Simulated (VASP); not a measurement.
# InAs (Fm-3m) in VASP: a series of runs, part 2 of 2

VASP 6.6.1. Earlier steps stand in the parts before.

## 3. Single point, RPBE

File INCAR:

```
PREC = Accurate
ENCUT = 500
EDIFF = 1E-6
ISMEAR = 1
SIGMA = 0.014
LREAL = False
LASPH = True
NELM = 120
ALGO = Normal
ISIF = 2
LWAVE = False
LCHARG = False
GGA = RP
NBANDS = 16
GGA_COMPAT = False
```

File KPOINTS:

```
Automatic mesh
0
Gamma
  4 4 4
```

File POSCAR:

```
InAs
1.0
    0.0000000000      2.8773040000      2.8773040000
    2.8773040000      0.0000000000      2.8773040000
    2.8773040000      2.8773040000      0.0000000000
In As
1 1
Direct
    0.5000000000      0.5000000000      0.5000000000
    0.0000000000      0.0000000000      0.0000000000
```

Potentials or basis: VASP PAW PBE potentials, release 64 (In_d, As).

Launch:

```sh
> cat potpaw_PBE.64/In_d/POTCAR potpaw_PBE.64/As/POTCAR > POTCAR
> mpirun -np 1 vasp_std > vasp.out
```

OUTCAR:

```text
PREC = Accurate
   ENCUT = 500
   EDIFF = 1E-6
   ISMEAR = 1
   LREAL = False
   LASPH = True
   NELM = 120
   ISIF = 2
   GGA = RP

 ion  position               nearest neighbor table
   1  0.500  0.500  0.500-   2 2.88   2 2.88   2 2.88   2 2.88   2 2.88   2 2.88
   2  0.000  0.000  0.000-   1 2.88   1 2.88   1 2.88   1 2.88   1 2.88   1 2.88

  LATTYP: Found a face centered cubic cell.
 ALAT       =     5.7546080000

  Lattice vectors:

 A1 = (   0.0000000000,   2.8773040000,   2.8773040000)
[... 320 lines left out ...]
------------------------ aborting loop because EDIFF is reached ----------------------------------------

  FORCE on cell =-STRESS in cart. coord.  units (eV):
  Direction    XX          YY          ZZ          XY          YZ          ZX
  --------------------------------------------------------------------------------------
  -------------------------------------------------------------------------------------
  Total        0.6933880      0.6933880      0.6933880     -0.0000000      0.0000000      0.0000000
  in kB       23.3184482     23.3184482     23.3184482     -0.0000000      0.0000000      0.0000000
  external PRESSURE =      23.3184482 kB  Pullay stress =       0.0000000 kB

 VOLUME and BASIS-vectors are now :
 -----------------------------------------------------------------------------
  energy-cutoff  :      500.00
  volume of cell :       47.64
      direct lattice vectors                 reciprocal lattice vectors
     0.000000000  2.877304000  2.877304000    -0.173773783  0.173773783  0.173773783
     2.877304000  0.000000000  2.877304000     0.173773783 -0.173773783  0.173773783
     2.877304000  2.877304000  0.000000000     0.173773783  0.173773783 -0.173773783

 POSITION                                       TOTAL-FORCE (eV/Angst)
 -----------------------------------------------------------------------------------
      2.87730      2.87730      2.87730         0.000000      0.000000     -0.000000
      0.00000      0.00000      0.00000        -0.000000     -0.000000      0.000000
 -----------------------------------------------------------------------------------
    total drift:                                0.000000      0.000000      0.000000

  FREE ENERGIE OF THE ION-ELECTRON SYSTEM (eV)
  ---------------------------------------------------
  free  energy   TOTEN  =        -6.2338947451 eV

  energy  without entropy=       -6.2338561052  energy(sigma->0) =       -6.23388187
```

OSZICAR:

```text
N       E                     dE             d eps       ncg     rms          rms(c)
DAV:   1     0.993195893835E+02    0.99320E+02   -0.89041E+03   256   0.126E+03
DAV:   2    -0.517288345450E+00   -0.99837E+02   -0.94670E+02   280   0.289E+02
DAV:   3    -0.637981393408E+01   -0.58625E+01   -0.57957E+01   352   0.676E+01
DAV:   4    -0.649729979382E+01   -0.11749E+00   -0.11742E+00   288   0.987E+00
DAV:   5    -0.650288951700E+01   -0.55897E-02   -0.55896E-02   400   0.200E+00    0.378E+00
DAV:   6    -0.624589563549E+01    0.25699E+00   -0.39509E-01   352   0.988E+00    0.204E+00
DAV:   7    -0.623108718480E+01    0.14808E-01   -0.11212E-01   384   0.288E+00    0.708E-01
DAV:   8    -0.623890858370E+01   -0.78214E-02   -0.28248E-02   376   0.231E+00    0.398E-01
DAV:   9    -0.623419818274E+01    0.47104E-02   -0.88746E-03   376   0.122E+00    0.124E-01
DAV:  10    -0.623382876288E+01    0.36942E-03   -0.22580E-03   336   0.404E-01    0.113E-01
DAV:  11    -0.623540227694E+01   -0.15735E-02   -0.23411E-03   360   0.362E-01    0.351E-01
DAV:  12    -0.623389522591E+01    0.15071E-02   -0.13273E-03   376   0.306E-01    0.487E-02
DAV:  13    -0.623390721289E+01   -0.11987E-04   -0.70540E-05   304   0.493E-02    0.417E-02
DAV:  14    -0.623390680864E+01    0.40425E-06   -0.53782E-05   376   0.564E-02    0.310E-02
DAV:  15    -0.623389717465E+01    0.96340E-05   -0.46073E-06   352   0.177E-02    0.137E-02
DAV:  16    -0.623389477652E+01    0.23981E-05   -0.43318E-06   360   0.166E-02    0.471E-03
DAV:  17    -0.623389474511E+01    0.31406E-07   -0.32094E-07   176   0.357E-03
   1 F= -.62338947E+01 E0= -.62338819E+01  d E =-.386399E-04
```

stdout:

```text
POSCAR found type information on POSCAR InAs
 POSCAR found :  2 types and       2 ions
 scaLAPACK will be used
 -----------------------------------------------------------------------------
|                                                                             |
|                                                                             |
|     You enforced a specific xc type in the INCAR file but a different       |
|     I HOPE YOU KNOW WHAT YOU ARE DOING!                                     |
|                                                                             |
 -----------------------------------------------------------------------------

 LDA part: xc-table for (Slater+PW92), standard interpolation
 POSCAR, INCAR and KPOINTS ok, starting setup
 FFT: planning ... GRIDC
 FFT: planning ... GRID_SOFT
 FFT: planning ... GRID
 WAVECAR not read
 entering main loop
```

Wall time 9.2 s (1 thread of Intel Xeon 6975P-C (Granite Rapids), shared host); peak memory 0.16 GiB.

What came out:

* Free energy: -6.2339 eV
* Pressure: 2.3 GPa
* Band gap on the k mesh: zero (band 9 reaches 6.35 eV, above the bottom of band 10 at 3.90 eV)

Levels at points of the mesh, in eV from the Fermi level:
```csv
k point,band 6,band 7,band 8,band 9,band 10,band 11,band 12,band 13
"(0.00, 0.00, 0.00)",-12.26,-0.82,-0.38,-0.38,-0.38,6.87,6.87,6.87
"(0.50, 0.00, 0.00)",-10.54,-6.78,0.00,0.00,1.92,2.97,2.97,4.16
"(0.50, 0.50, 0.00)",-9.68,-4.93,-3.22,-2.45,-2.45,3.61,8.98,8.98
```

Caveat: the k points lie up to 0.47 Å⁻¹ apart; the PAW data sets were made with another functional, which shifts forces and pressure a little; spin-orbit coupling is left out, which moves the levels of the heavy elements.

## 4. Single point, RPBE+D4

File INCAR:

```
  PREC = Accurate
  ENCUT = 500
  EDIFF = 1E-6
  ISMEAR = 0
  SIGMA = 0.1
  LREAL = False
  LASPH = True
  NELM = 120
  ALGO = Normal
  ISIF = 2
  LWAVE = False
  LCHARG = False
  GGA = RP
  IVDW = 13
  NBANDS = 16
  GGA_COMPAT = False
```

KPOINTS is that of step 3.

POSCAR is that of step 3.

Launch:

```sh
> cat potpaw_PBE.64/In_d/POTCAR potpaw_PBE.64/As/POTCAR > POTCAR
> mpirun -np 1 vasp_std > vasp.out
```

It took 7.9 s on 1 thread of Intel Xeon 6975P-C (Granite Rapids), shared host; peak memory 0.16 GiB.

Results (log left out):

* Free energy: -7.7218 eV
* Pressure: -2.5 GPa
* Band gap on the k mesh: zero (band 9 reaches 6.32 eV, above the bottom of band 10 at 3.88 eV)
* Dispersion energy per atom: -0.738 eV

Levels at points of the mesh, in eV from the Fermi level:
```tsv
k point	band 5	band 6	band 7	band 8	band 9	band 10	band 11	band 12	band 13	band 14
(0.00, 0.00, 0.00)	-14.72	-12.21	-0.75	-0.33	-0.33	-0.33	6.95	6.95	6.95	7.30
(0.50, 0.00, 0.00)	-14.66	-10.50	-6.70	0.05	0.05	2.00	3.06	3.06	4.24	10.56
(0.50, 0.50, 0.00)	-14.64	-9.64	-4.86	-3.13	-2.39	-2.39	3.69	9.05	9.05	9.96
```

Caveat: the k points lie up to 0.47 Å⁻¹ apart; the PAW data sets were made with another functional, which shifts forces and pressure a little; spin-orbit coupling is left out, which moves the levels of the heavy elements; pairwise dispersion overbinds metals, which lowers pressure and volume.

## 5. Overview

```tsv
level	smearing	gap on the mesh (eV)	pressure (GPa)
PBEsol+D4	gaussian 0.1 eV	none	-3.8
RPBE	methfessel-paxton 0.014 eV	none	2.3
RPBE+D4	gaussian 0.1 eV	none	-2.5
```

Alike in all rows: task single point; potentials or basis VASP PAW PBE potentials, release 64 (In_d, As); no spin polarisation; cell as given; k mesh 4 × 4 × 4; cutoff (eV) 500.

Caveats: all runs use coarse meshes; the PAW data sets were made with another functional, which shifts forces and pressure a little; spin-orbit coupling is left out, which moves the levels of the heavy elements; pairwise dispersion overbinds metals, which lowers pressure and volume (some runs).

Absolute energies hang on the potentials; compare differences alone.
